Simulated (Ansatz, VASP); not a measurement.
# Zn2SbO3: VASP beside Ansatz

```
Zn Sb O
1.0
     5.53185    0.00000    0.00000
    -2.76593    4.79072    0.00000
     0.00000    0.00000    2.83198
Zn Sb O
2 1 3
Direct
  0.66667 0.33333 0.00000
  0.33333 0.66667 0.00000
  0.00000 0.00000 0.00000
  0.50000 0.00000 0.50000
  0.00000 0.50000 0.50000
  0.50000 0.50000 0.50000
```

Change from the starting cell: species swapped into the NdB2Rh3 type (P6/mmm, No. 191).

Alike in both runs: functional PBE; k mesh 6 × 6 × 6; occupations gaussian, width 0.1 eV; no spin polarisation.

Ansatz relaxed the structure, and its values are those at the end. VASP's run is a single point on that final structure, the one shown.

|  | VASP | Ansatz |
| --- | --- | --- |
| version | VASP 6.6.1 | Ansatz 0.2.0 |
| potentials or method | VASP PAW PBE potentials, release 64 (Zn, Sb_d_GW, O), cutoff 600 eV | scalar-relativistic, plane waves, PAW |
| valence electrons in the cell | 57 | 57 |

|  | VASP | Ansatz | Ansatz less VASP |
| --- | --- | --- | --- |
| gap on the k mesh at the Fermi level (eV) | none | none | - |
| pressure (GPa) | 0.4 | 0.1 | -0.36 |

A gap of «none» marks a metal or a gap that the smearing closes. With one functional, cell and mesh, what is left measures potentials, basis and numerics.

The k mesh is coarse, so the values compare programs but aren't converged. Spin-orbit coupling is off throughout.
